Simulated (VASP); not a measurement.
Input of a VASP 6.6.1 run:

INCAR

```
PREC = Accurate
ENCUT = 520
EDIFF = 1E-6
ISMEAR = -1
SIGMA = 0.01
LREAL = F
LASPH = T
NELM = 80
ALGO = Normal
ISIF = 2
LWAVE = F
LCHARG = T
GGA = PS
LELF = T
LVHAR = T
NBANDS = 30
```

Contents of KPOINTS:

```
Automatic mesh
0
Gamma
  5 5 5
```

Contents of POSCAR:

```
In3Sb
1.0
    4.5005301422      0.0000000000      0.0000000000
    0.0000000000      4.5005301422      0.0000000000
    0.0000000000      0.0000000000      4.5005301422
Sb In
1 3
Direct
    0.0000000000      0.0000000000      0.0000000000
    0.0000000000      0.5000000000      0.5000000000
    0.5000000000      0.0000000000      0.5000000000
    0.5000000000      0.5000000000      0.0000000000
```

Potentials or basis: VASP PAW PBE potentials, release 64 (Sb, In_d).

The run is started by

```console
$ cat potpaw_PBE.64/Sb/POTCAR potpaw_PBE.64/In_d/POTCAR > POTCAR
$ mpirun -np 1 vasp_std > vasp.out
```

(1) Predict the pressure.

(2) What does it give for the band gap on the k mesh?

Results:

(1) 10.0 GPa.

(2) zero (bands 22 and 23 overlap by 2.84 eV).

Caveat: the cell stands under pressure; the PAW data sets were made with another functional, which shifts forces and pressure a little; spin-orbit coupling is left out, which moves the levels of the heavy elements.
